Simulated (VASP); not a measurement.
# Bi2Se3 (Paraguanajuatite) (R-3m) in VASP: electric field gradients with PBEsol

Aim: the electric field gradients of Bi2Se3 (Paraguanajuatite) with PBEsol.

Program: VASP 6.6.1. These are calculated values, not measurements. Logs are shortened: lines on timing, memory, paths and dates and some standing lists are left out, and cuts for length are marked.

### 1 The cell of the first run

It takes space group R-3m (No. 166, trigonal). Conventional cell: a = 4.143 Å, b = 4.143 Å, c = 28.636 Å, α = 90.00°, β = 90.00°, γ = 120.00°. Within 3.8 Å of Bi (site symmetry 3m) lie 6 Se at 2.85 to 3.07 Å. Within 4.0 Å of Se (site symmetry -3m) lie 6 Bi at 3.07 Å. Within 3.8 Å of Se (site symmetry 3m) lie 3 Bi at 2.85 Å and 3 Se at 3.52 Å.

### 2 Electric field gradients, PBEsol

Contents of INCAR:

```
  PREC = Accurate
  ENCUT = 520
  EDIFF = 1E-8
  ISMEAR = -1
  SIGMA = 0.02
  LREAL = False
  LASPH = True
  NELM = 100
  ALGO = Normal
  ISIF = 2
  LWAVE = False
  LCHARG = False
  GGA = PS
  LEFG = True
  NBANDS = 32
```

Contents of KPOINTS:

```
regular mesh
0
Gamma
  4 4 4
```

Contents of POSCAR:

```
Bi2Se3
1.0
    2.0715000000      1.1959810826      9.5453333333
   -2.0715000000      1.1959810826      9.5453333333
    0.0000000000     -2.3919621653      9.5453333333
Bi Se
2 3
Direct
    0.4008000000      0.4008000000      0.4008000000
    0.5992000000      0.5992000000      0.5992000000
    0.0000000000      0.0000000000      0.0000000000
    0.2117000000      0.2117000000      0.2117000000
    0.7883000000      0.7883000000      0.7883000000
```

Potentials or basis: VASP PAW PBE potentials, release 64 (Bi_d, Se).

The run is started by

```bash
$ cat potpaw_PBE.64/Bi_d/POTCAR potpaw_PBE.64/Se/POTCAR > POTCAR
$ mpirun -np 1 vasp_std > vasp.out
```

OUTCAR:

```text
PREC = Accurate
   ENCUT = 520
   EDIFF = 1E-8
   ISMEAR = -1
   LREAL = False
   LASPH = True
   NELM = 100
   ISIF = 2
   GGA = PS

 ion  position               nearest neighbor table
   1  0.401  0.401  0.401-   5 2.85   5 2.85   5 2.85   3 3.07   3 3.07   3 3.07
   2  0.599  0.599  0.599-   4 2.85   4 2.85   4 2.85   3 3.07   3 3.07   3 3.07
   3  0.000  0.000  0.000-   2 3.07   2 3.07   1 3.07   1 3.07   2 3.07   1 3.07
   4  0.212  0.212  0.212-   2 2.85   2 2.85   2 2.85
   5  0.788  0.788  0.788-   1 2.85   1 2.85   1 2.85

  LATTYP: Found a trigonal (rhomboedric) cell.
 ALAT       =     9.8404710987
 COS(alpha) =     0.9113725833

  Lattice vectors:

 A1 = (   2.0715000000,   1.1959810826,   9.5453333333)
 A2 = (  -2.0715000000,   1.1959810826,   9.5453333333)
 A3 = (   0.0000000000,  -2.3919621653,   9.5453333333)

Analysis of symmetry for initial positions (statically):
=====================================================================
 Subroutine PRICEL returns:
 Original cell was already a primitive cell.

 Routine SETGRP: Setting up the symmetry group for a
 trigonal (rhombohedral) supercell.

 Subroutine GETGRP returns: Found 12 space group operations
 (whereof 12 operations were pure point group operations)
 out of a pool of 12 trial point group operations.

The static configuration has the point symmetry D_3d.

Analysis of symmetry for dynamics (positions and initial velocities):
=====================================================================
 Subroutine PRICEL returns:
 Original cell was already a primitive cell.

 Routine SETGRP: Setting up the symmetry group for a
 trigonal (rhombohedral) supercell.

 Subroutine GETGRP returns: Found 12 space group operations
 (whereof 12 operations were pure point group operations)
 out of a pool of 12 trial point group operations.

The dynamic configuration has the point symmetry D_3d.

 Subroutine INISYM returns: Found 12 space group operations
 (whereof 12 operations are pure point group operations),
 and found     1 'primitive' translations

----------------------------------------------------------------------------------------

                                     Primitive cell

  volume of cell :     141.8899

  direct lattice vectors                    reciprocal lattice vectors
     2.071500000  1.195981083  9.545333333     0.241370987  0.139355604  0.034921078
    -2.071500000  1.195981083  9.545333333    -0.241370987  0.139355604  0.034921078
     0.000000000 -2.391962165  9.545333333     0.000000000 -0.278711209  0.034921078

  length of vectors
     9.840471099  9.840471099  9.840471099     0.280890405  0.280890405  0.280890405

  position of ions in fractional coordinates (direct lattice)
     0.400800000  0.400800000  0.400800000
     0.599200000  0.599200000  0.599200000
     0.000000000  0.000000000  0.000000000
     0.211700000  0.211700000  0.211700000
     0.788300000  0.788300000  0.788300000

  ion indices of the primitive-cell ions
   primitive index   ion index
                 1           1
                 2           2
                 3           3
                 4           4
                 5           5

----------------------------------------------------------------------------------------

 KPOINTS: regular mesh

Automatic generation of k-mesh.
 Grid dimensions read from file:
 generate k-points for:    4    4    4

 Generating k-lattice:

  Cartesian coordinates                     Fractional coordinates (reciprocal lattice)
     0.060342747  0.034838901  0.008730270     0.250000000 -0.000000000  0.000000000
    -0.060342747  0.034838901  0.008730270    -0.000000000  0.250000000  0.000000000
     0.000000000 -0.069677802  0.008730270     0.000000000  0.000000000  0.250000000

  Length of vectors
     0.070222601  0.070222601  0.070222601

  Shift w.r.t. Gamma in fractional coordinates (k-lattice)
     0.000000000  0.000000000  0.000000000

 Subroutine IBZKPT returns following result:
 ===========================================

 Found     13 irreducible k-points:

 Following reciprocal coordinates:
            Coordinates               Weight
  0.000000  0.000000  0.000000      1.000000
  0.250000  0.000000 -0.000000      6.000000
  0.500000  0.000000 -0.000000      3.000000
  0.250000  0.250000 -0.000000      6.000000
  0.500000  0.250000 -0.000000     12.000000
 -0.250000  0.250000  0.000000      6.000000
  0.500000  0.500000 -0.000000      3.000000
  0.250000  0.250000  0.250000      2.000000
  0.500000  0.250000  0.250000      6.000000
 -0.250000  0.250000  0.250000      6.000000
  0.500000  0.500000  0.250000      6.000000
 -0.250000  0.500000  0.250000      6.000000
  0.500000  0.500000  0.500000      1.000000
   k-points           NKPTS =     13   k-points in BZ     NKDIM =     13   number of bands    NBANDS=     32
   number of dos      NEDOS =    301   number of ions     NIONS =      5
   total plane-waves  NPLWV = 512000
   dimension x,y,z NGX =    80 NGY =   80 NGZ =   80
   dimension x,y,z NGXF=   160 NGYF=  160 NGZF=  160
   ions per type =               2   3
   NGX,Y,Z   is equivalent  to a cutoff of  13.52, 13.52, 13.52 a.u.
   NGXF,Y,Z  is equivalent  to a cutoff of  27.03, 27.03, 27.03 a.u.
 SYSTEM =  unknown system
   PREC   = accura    normal or accurate (medium, high low for compatibility)
   ISTART =      0    job   : 0-new  1-cont  2-samecut
   ICHARG =      2    charge: 1-file 2-atom 10-const
   ISPIN  =      1    spin polarized calculation?
   LNONCOLLINEAR =      F non collinear calculations
   LSORBIT =      F    spin-orbit coupling
   LASPH  =      T    aspherical Exc in radial PAW
   ENCUT  =  520.0 eV  38.22 Ry    6.18 a.u.  18.30 18.30 18.30*2*pi/ulx,y,z
   NELM   =    100;   NELMIN=  2; NELMDL= -5     # of ELM steps
   EDIFF  = 0.1E-07   stopping-criterion for ELM
   LREAL  =      F    real-space projection
   EDIFFG = 0.1E-06   stopping-criterion for IOM
   NSW    =      0    number of steps for IOM
   IBRION =     -1    ionic relax: 0-MD 1-quasi-New 2-CG
   NFREE  =      0    steps in history (QN), initial steepest desc. (CG)
   ISIF   =      2    stress and relaxation
   ISYM   =      2    0-nonsym 1-usesym 2-fastsym
   POTIM  = 0.5000    time-step for ionic-motion
   TEBEG  =    0.0;   TEEND  =   0.0 temperature during run
   PSTRESS=    0.0 pullay stress
   NELECT =      48.0000    total number of electrons
   NUPDOWN=      -1.0000    fix difference up-down
   EMIN   =  10.00;   EMAX   =-10.00  energy-range for DOS
   EFERMI =   0.00;   METHOD = LEGACY
   ISMEAR =    -1;   SIGMA  =   0.02  broadening in eV -4-tet -1-fermi 0-gaus
   EFERMI_NEDOS =   21; number of points for ismear=-14 and -15
   IALGO  =     38    algorithm
   IMIX   =      4    mixing-type and parameters
     AMIX     =   0.40;   BMIX     =  1.00
     AMIX_MAG =   1.60;   BMIX_MAG =  1.00
  volume/ion in A,a.u.               =      28.38       191.50
  Fermi-wavevector in a.u.,A,eV,Ry     =   1.140700  2.155610 17.703848  1.301196
  Thomas-Fermi vector in A             =   2.277401
   LORBIT       =      0    0 simple, 1 ext, 2 COOP (PROOUT), +10 PAW based schemes
   GGA     = PS    functional components
   LHFCALC =     F    Hartree Fock is set to
   AEXX    =    0.0000 exact exchange contribution
   IVDW    =     0    specifies the selected vdW correction
   LEPSILON=     F    determine dielectric tensor
   LRPA    =     F    only Hartree local field effects (RPA)
 non-spin polarized calculation
  energy-cutoff  :      520.00
  volume of cell :      141.89
 maximum number of plane-waves:      3846
 NGX is ok and might be reduce to    80
   NGX = 37   NGY = 37   NGZ = 37

 number of electron      47.9999997 magnetization

 Free energy of the ion-electron system (eV)
  ---------------------------------------------------
  ext. energy  EPLUGINS =         0.00000000
  ---------------------------------------------------
  free energy    TOTEN  =       -22.06489262 eV

  energy without entropy =      -22.06475763  energy(sigma->0) =      -22.06482513

 E-fermi :   4.8913     XC(G=0):  -9.6821

 val. band max:        4.8159513206   @ k =   0.0000   0.0000   0.0000
 cond. band min:       4.9666298230   @ k =   0.0000   0.0000   0.0000
 fundamental gap:      0.1506785024
 Fermi energy:         4.8912906964

 k-point     1 :       0.0000    0.0000    0.0000
  band No.  band energies     occupation
      1     -18.2077      2.00000
      2     -18.2077      2.00000
      3     -18.2059      2.00000
      4     -18.2059      2.00000
      5     -18.1944      2.00000
      6     -18.1918      2.00000
[... 24 lines left out ...]
     31      10.5704      0.00000
     32      11.7503      0.00000

 k-point     2 :       0.2500    0.0000   -0.0000
  band No.  band energies     occupation
      1     -18.2164      2.00000
      2     -18.2131      2.00000
      3     -18.1961      2.00000
      4     -18.1943      2.00000
      5     -18.1928      2.00000
      6     -18.1887      2.00000
[... 24 lines left out ...]
     31       9.3204      0.00000
     32      10.9511      0.00000
[... 348 lines left out ...]
     31      10.3931      0.00000
     32      10.4922      0.00000

 k-point    13 :       0.5000    0.5000    0.5000
  band No.  band energies     occupation
      1     -18.2077      2.00000
      2     -18.2077      2.00000
      3     -18.2059      2.00000
      4     -18.2059      2.00000
      5     -18.1942      2.00000
      6     -18.1920      2.00000
[... 24 lines left out ...]
     31      10.5288      0.00000
     32      11.4377      0.00000

------------------------ aborting loop because EDIFF is reached ----------------------------------------

  FORCE on cell =-STRESS in cart. coord.  units (eV):
  Direction    XX          YY          ZZ          XY          YZ          ZX
  --------------------------------------------------------------------------------------
  -------------------------------------------------------------------------------------
  Total       -0.3192542     -0.3192542     -0.4509478      0.0000000      0.0000000      0.0000000
  in kB       -3.6049197     -3.6049197     -5.0919629      0.0000000      0.0000000      0.0000000
  external PRESSURE =      -4.1006007 kB  Pullay stress =       0.0000000 kB

 VOLUME and BASIS-vectors are now :
 -----------------------------------------------------------------------------
  energy-cutoff  :      520.00
  volume of cell :      141.89
      direct lattice vectors                 reciprocal lattice vectors
     2.071500000  1.195981083  9.545333333     0.241370987  0.139355604  0.034921078
    -2.071500000  1.195981083  9.545333333    -0.241370987  0.139355604  0.034921078
     0.000000000 -2.391962165  9.545333333     0.000000000 -0.278711209  0.034921078

 POSITION                                       TOTAL-FORCE (eV/Angst)
 -----------------------------------------------------------------------------------
      0.00000     -0.00000     11.47731         0.000000      0.000000     -0.195949
      0.00000     -0.00000     17.15869         0.000000     -0.000000      0.195949
      0.00000      0.00000      0.00000         0.000000      0.000000     -0.000000
      0.00000     -0.00000      6.06224         0.000000      0.000000     -0.068225
      0.00000     -0.00000     22.57376         0.000000     -0.000000      0.068225
 -----------------------------------------------------------------------------------
    total drift:                                0.000000      0.000000     -0.000000

  FREE ENERGIE OF THE ION-ELECTRON SYSTEM (eV)
  ---------------------------------------------------
  free  energy   TOTEN  =       -22.0648926249 eV

  energy  without entropy=      -22.0647576322  energy(sigma->0) =      -22.06482513

 Electric field gradients (V/A^2)
---------------------------------------------------------------------
 ion       V_xx      V_yy      V_zz      V_xy      V_xz      V_yz
---------------------------------------------------------------------
   1       2.717     2.717    -5.433    -0.000    -0.000     0.000
   2       2.717     2.717    -5.433    -0.000     0.000     0.000
   3     -45.646   -45.646    91.292    -0.000     0.000     0.000
   4       6.550     6.550   -13.100    -0.000    -0.000     0.000
   5       6.550     6.550   -13.100     0.000     0.000     0.000
---------------------------------------------------------------------

 Electric field gradients after diagonalization (V/A^2)
 (convention: |V_zz| > |V_xx| > |V_yy|)
----------------------------------------------------------------------
 ion       V_xx      V_yy      V_zz     asymmetry (V_yy - V_xx)/ V_zz
----------------------------------------------------------------------
   1       2.717     2.717    -5.433       0.000
   2       2.717     2.717    -5.433       0.000
   3     -45.646   -45.646    91.292       0.000
   4       6.550     6.550   -13.100       0.000
   5       6.550     6.550   -13.100       0.000
----------------------------------------------------------------------

           NMR quadrupolar parameters

 Cq : quadrupolar parameter    Cq=e*Q*V_zz/h
 eta: asymmetry parameters     (V_yy - V_xx)/ V_zz
 Q  : nuclear electric quadrupole moment in mb (millibarn)
----------------------------------------------------------------------
 ion       Cq(MHz)       eta       Q (mb)
----------------------------------------------------------------------
   1      -0.013       0.000       1.000
   2      -0.013       0.000       1.000
   3       0.221       0.000       1.000
   4      -0.032       0.000       1.000
   5      -0.032       0.000       1.000
----------------------------------------------------------------------
```

Run time: 6.7 min. Hardware: 1 thread of Intel Xeon Platinum 8259CL at 2.50GHz (Skylake/Cascade Lake), shared host; peak memory 0.89 GiB.

What came out:

* Free energy: -22.0649 eV
* Pressure: -0.4 GPa
* Largest force: 0.196 eV/Å
* Band gap on the k mesh: 0.15 eV, direct

Forces in eV/Å, atoms in the order of the input:
```
Bi   0.000  0.000 -0.196
Bi   0.000  0.000  0.196
Se   0.000  0.000  0.000
Se   0.000  0.000 -0.068
Se   0.000  0.000  0.068
```

Stress tensor (GPa, compression positive):
```
-0.36  0.00  0.00
 0.00 -0.36  0.00
 0.00  0.00 -0.51
```

Electric field gradients, principal values (V/Å²):
```
atom    least   middle  greatest (by size)
1 Bi    2.717    2.717              -5.433
2 Bi    2.717    2.717              -5.433
3 Se  -45.646  -45.646              91.292
4 Se    6.550    6.550             -13.100
5 Se    6.550    6.550             -13.100
```

Caveat: the k points lie up to 0.44 Å⁻¹ apart; without QUAD_EFG the Cq values of the log hold for a quadrupole moment of 1 mb, not for the nuclei; the PAW data sets were made with another functional, which shifts forces and pressure a little; spin-orbit coupling is left out, which moves the levels of the heavy elements. A k mesh can miss the band edges.
